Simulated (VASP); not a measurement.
# Bi2Te3 (Tellurobismuthite) (R-3m) in VASP: single point with PBEsol

Aim: the single point of Bi2Te3 (Tellurobismuthite) with PBEsol.

Program: VASP 6.6.1. These are calculated values, not measurements. Logs are shortened: lines on timing, memory, paths and dates and some standing lists are left out, and cuts for length are marked.

### Step 1. The cell of the first run

Symmetry: R-3m, No. 166, trigonal system. Conventional cell: a = 4.381 Å, b = 4.381 Å, c = 30.303 Å, α = 90.00°, β = 90.00°, γ = 120.00°. Bi (site symmetry 3m) has 6 Te at 3.06 to 3.23 Å within 4.0 Å. Te (site symmetry -3m) has 6 Bi at 3.23 Å within 4.3 Å. Within 4.0 Å of Te (site symmetry 3m) lie 3 Bi at 3.06 Å and 3 Te at 3.64 Å.

### Step 2. Single point, PBEsol

INCAR reads:

```
ALGO     = Normal         # electronic algorithm
EDIFF    = 1E-6           # SCF threshold, eV
ENCUT    = 520            # plane-wave cutoff, eV
GGA      = PS             # functional
ISIF     = 2              # what is computed and relaxed
ISMEAR   = 0              # smearing method
LASPH    = T              # aspherical terms in the spheres
LCHARG   = F              # write CHGCAR
LREAL    = F              # projectors in reciprocal space
LWAVE    = F              # write WAVECAR
NBANDS   = 32             # bands
NELM     = 100            # most SCF steps
PREC     = Accurate       # precision mode
SIGMA    = 0.02           # smearing width, eV
```

KPOINTS reads:

```
k-points
0
Gamma
  9 9 9
```

POSCAR reads:

```
Bi2Te3
1.0
    2.1906324838      1.2647622542     10.1009873041
   -2.1906324838      1.2647622542     10.1009873041
    0.0000000000     -2.5295245085     10.1009873041
Bi Te
2 3
Direct
    0.3998570653      0.3998570653      0.3998570653
    0.6001429347      0.6001429347      0.6001429347
    0.0000000000      0.0000000000      0.0000000000
    0.2099348818      0.2099348818      0.2099348818
    0.7900651182      0.7900651182      0.7900651182
```

Potentials or basis: VASP PAW PBE potentials, release 64 (Bi_d, Te).

Started as:

```console
$ cat potpaw_PBE.64/Bi_d/POTCAR potpaw_PBE.64/Te/POTCAR > POTCAR
$ mpirun -np 1 vasp_std > vasp.out
```

OUTCAR:

```text
EDIFF = 1E-6
   ENCUT = 520
   GGA = PS
   ISIF = 2
   ISMEAR = 0
   LASPH = T
   LREAL = F
   NELM = 100
   PREC = Accurate

 ion  position               nearest neighbor table
   1  0.400  0.400  0.400-   5 3.06   5 3.06   5 3.06   3 3.23   3 3.23   3 3.23
   2  0.600  0.600  0.600-   4 3.06   4 3.06   4 3.06   3 3.23   3 3.23   3 3.23
   3  0.000  0.000  0.000-   2 3.23   2 3.23   1 3.23   1 3.23   2 3.23   1 3.23
   4  0.210  0.210  0.210-   2 3.06   2 3.06   2 3.06   5 3.64   5 3.64   5 3.64
   5  0.790  0.790  0.790-   1 3.06   1 3.06   1 3.06   4 3.64   4 3.64   4 3.64

  LATTYP: Found a trigonal (rhomboedric) cell.
 ALAT       =    10.4128977118
 COS(alpha) =     0.9114831730

  Lattice vectors:

 A1 = (   2.1906324838,   1.2647622542,  10.1009873041)
 A2 = (  -2.1906324838,   1.2647622542,  10.1009873041)
 A3 = (   0.0000000000,  -2.5295245085,  10.1009873041)

Analysis of symmetry for initial positions (statically):
=====================================================================
 Subroutine PRICEL returns:
 Original cell was already a primitive cell.

 Routine SETGRP: Setting up the symmetry group for a
 trigonal (rhombohedral) supercell.

 Subroutine GETGRP returns: Found 12 space group operations
 (whereof 12 operations were pure point group operations)
 out of a pool of 12 trial point group operations.

The static configuration has the point symmetry D_3d.

Analysis of symmetry for dynamics (positions and initial velocities):
=====================================================================
 Subroutine PRICEL returns:
 Original cell was already a primitive cell.

 Routine SETGRP: Setting up the symmetry group for a
 trigonal (rhombohedral) supercell.

 Subroutine GETGRP returns: Found 12 space group operations
 (whereof 12 operations were pure point group operations)
 out of a pool of 12 trial point group operations.

The dynamic configuration has the point symmetry D_3d.

 Subroutine INISYM returns: Found 12 space group operations
 (whereof 12 operations are pure point group operations),
 and found     1 'primitive' translations

----------------------------------------------------------------------------------------

                                     Primitive cell

  volume of cell :     167.9165

  direct lattice vectors                    reciprocal lattice vectors
     2.190632484  1.264762254 10.100987304     0.228244584  0.131777072  0.033000074
[... 93 lines left out ...]
   LREAL  =      F    real-space projection
   EDIFFG = 0.1E-04   stopping-criterion for IOM
   NSW    =      0    number of steps for IOM
   IBRION =     -1    ionic relax: 0-MD 1-quasi-New 2-CG
   NFREE  =      0    steps in history (QN), initial steepest desc. (CG)
   ISIF   =      2    stress and relaxation
   ISYM   =      2    0-nonsym 1-usesym 2-fastsym
   POTIM  = 0.5000    time-step for ionic-motion
   TEBEG  =    0.0;   TEEND  =   0.0 temperature during run
   PSTRESS=    0.0 pullay stress
   NELECT =      48.0000    total number of electrons
   NUPDOWN=      -1.0000    fix difference up-down
   EMIN   =  10.00;   EMAX   =-10.00  energy-range for DOS
   EFERMI =   0.00;   METHOD = LEGACY
   ISMEAR =     0;   SIGMA  =   0.02  broadening in eV -4-tet -1-fermi 0-gaus
   EFERMI_NEDOS =   21; number of points for ismear=-14 and -15
   IALGO  =     38    algorithm
   IMIX   =      4    mixing-type and parameters
     AMIX     =   0.40;   BMIX     =  1.00
     AMIX_MAG =   1.60;   BMIX_MAG =  1.00
  volume/ion in A,a.u.               =      33.58       226.63
  Fermi-wavevector in a.u.,A,eV,Ry     =   1.078427  2.037931 15.823640  1.163005
  Thomas-Fermi vector in A             =   2.214365
   LORBIT       =      0    0 simple, 1 ext, 2 COOP (PROOUT), +10 PAW based schemes
   GGA     = PS    functional components
   LHFCALC =     F    Hartree Fock is set to
   AEXX    =    0.0000 exact exchange contribution
   IVDW    =     0    specifies the selected vdW correction
   LEPSILON=     F    determine dielectric tensor
   LRPA    =     F    only Hartree local field effects (RPA)
 non-spin polarized calculation
 Gauss-broadening in eV      SIGMA  =   0.02
  energy-cutoff  :      520.00
  volume of cell :      167.92
 maximum number of plane-waves:      4544
 NGX is ok and might be reduce to    80
   NGX = 39   NGY = 39   NGZ = 39

 number of electron      48.0000006 magnetization

 Free energy of the ion-electron system (eV)
  ---------------------------------------------------
  ext. energy  EPLUGINS =         0.00000000
  ---------------------------------------------------
  free energy    TOTEN  =       -20.29724574 eV

  energy without entropy =      -20.29724574  energy(sigma->0) =      -20.29724574

 E-fermi :   6.2674     XC(G=0):  -9.5266

 val. band max:        6.1633470416   @ k =   0.0000   0.0000   0.0000
 cond. band min:       6.3667531039   @ k =   0.0000   0.0000   0.0000
 fundamental gap:      0.2034060623
 Fermi energy:         6.2673685145

 k-point     1 :       0.0000    0.0000    0.0000
  band No.  band energies     occupation
      1     -16.9497      2.00000
      2     -16.9497      2.00000
      3     -16.9481      2.00000
      4     -16.9481      2.00000
      5     -16.9406      2.00000
      6     -16.9391      2.00000
[... 829 lines left out ...]
     31      11.0630      0.00000
     32      11.7589      0.00000

 [... further k-points ...]

------------------------ aborting loop because EDIFF is reached ----------------------------------------

  FORCE on cell =-STRESS in cart. coord.  units (eV):
  Direction    XX          YY          ZZ          XY          YZ          ZX
  --------------------------------------------------------------------------------------
  -------------------------------------------------------------------------------------
  Total        0.0094938      0.0094938      0.0008710      0.0000000     -0.0000000      0.0000000
  in kB        0.0905856      0.0905856      0.0083106      0.0000000     -0.0000000      0.0000000
  external PRESSURE =       0.0631606 kB  Pullay stress =       0.0000000 kB

 VOLUME and BASIS-vectors are now :
 -----------------------------------------------------------------------------
  energy-cutoff  :      520.00
  volume of cell :      167.92
      direct lattice vectors                 reciprocal lattice vectors
     2.190632484  1.264762254 10.100987304     0.228244584  0.131777072  0.033000074
    -2.190632484  1.264762254 10.100987304    -0.228244584  0.131777072  0.033000074
     0.000000000 -2.529524509 10.100987304     0.000000000 -0.263554144  0.033000074

 POSITION                                       TOTAL-FORCE (eV/Angst)
 -----------------------------------------------------------------------------------
      0.00000     -0.00000     12.11685         0.000000      0.000000     -0.006628
      0.00000     -0.00000     18.18611         0.000000     -0.000000      0.006628
      0.00000      0.00000      0.00000         0.000000     -0.000000      0.000000
      0.00000     -0.00000      6.36165         0.000000      0.000000     -0.013707
      0.00000     -0.00000     23.94131         0.000000     -0.000000      0.013707
 -----------------------------------------------------------------------------------
    total drift:                               -0.000000      0.000000      0.000000

  FREE ENERGIE OF THE ION-ELECTRON SYSTEM (eV)
  ---------------------------------------------------
  free  energy   TOTEN  =       -20.2972457446 eV

  energy  without entropy=      -20.2972457446  energy(sigma->0) =      -20.29724574
```

OSZICAR:

```text
N       E                     dE             d eps       ncg     rms          rms(c)
DAV:   1     0.435247258840E+03    0.43525E+03   -0.21645E+04  5440   0.145E+03
DAV:   2     0.265414881551E+02   -0.40871E+03   -0.39250E+03  5680   0.380E+02
DAV:   3    -0.185584707242E+02   -0.45100E+02   -0.42981E+02  7016   0.137E+02
DAV:   4    -0.204688870373E+02   -0.19104E+01   -0.19032E+01  6088   0.303E+01
DAV:   5    -0.205635415242E+02   -0.94654E-01   -0.94644E-01  8080   0.669E+00    0.790E+00
DAV:   6    -0.202991466280E+02    0.26439E+00   -0.32315E-01  7424   0.456E+00    0.568E+00
DAV:   7    -0.202995455245E+02   -0.39890E-03   -0.20303E-01  6896   0.205E+00    0.961E-01
DAV:   8    -0.202976198534E+02    0.19257E-02   -0.27890E-02  6176   0.100E+00    0.517E-01
DAV:   9    -0.202971369229E+02    0.48293E-03   -0.30176E-03  6640   0.371E-01    0.329E-01
DAV:  10    -0.202972434980E+02   -0.10658E-03   -0.76521E-04  5952   0.147E-01    0.615E-02
DAV:  11    -0.202972439337E+02   -0.43571E-06   -0.45102E-05  6536   0.462E-02    0.278E-02
DAV:  12    -0.202972465322E+02   -0.25986E-05   -0.21157E-05  6000   0.189E-02    0.198E-02
DAV:  13    -0.202972457446E+02    0.78762E-06   -0.16914E-06  4592   0.724E-03
   1 F= -.20297246E+02 E0= -.20297246E+02  d E =-.319780E-15
```

stdout:

```text
POSCAR found type information on POSCAR BiTe
 POSCAR found :  2 types and       5 ions
 scaLAPACK will be used
 -----------------------------------------------------------------------------
|                                                                             |
|                                                                             |
|     You enforced a specific xc type in the INCAR file but a different       |
|     I HOPE YOU KNOW WHAT YOU ARE DOING!                                     |
|                                                                             |
 -----------------------------------------------------------------------------

 LDA part: xc-table for (Slater+PW92), standard interpolation
 POSCAR, INCAR and KPOINTS ok, starting setup
 FFT: planning ... GRIDC
 FFT: planning ... GRID_SOFT
 FFT: planning ... GRID
 WAVECAR not read
 entering main loop
```

Run time: 17 min. Hardware: 1 thread of Intel Xeon 6975P-C (Granite Rapids), shared host; peak memory 1.1 GiB.

Results:

* Free energy: -20.2972 eV
* Pressure: 0.0 GPa
* Largest force: 0.014 eV/Å
* Band gap on the k mesh: 0.20 eV, direct

Forces on the atoms (eV/Å):
```
Bi   0.000  0.000 -0.007
Bi   0.000  0.000  0.007
Te   0.000  0.000  0.000
Te   0.000  0.000 -0.014
Te   0.000  0.000  0.014
```

Levels at points of the mesh, in eV from the valence-band top:
| k point | band 21 | band 22 | band 23 | band 24 | band 25 | band 26 | band 27 | band 28 |
| --- | --- | --- | --- | --- | --- | --- | --- | --- |
| (0.00, 0.00, 0.00) | -1.73 | -0.89 | -0.89 | 0.00 | 0.20 | 0.63 | 0.63 | 1.91 |

Caveat: the PAW data sets were made with another functional, which shifts forces and pressure a little; spin-orbit coupling is left out, which moves the levels of the heavy elements. A k mesh can miss the band edges.
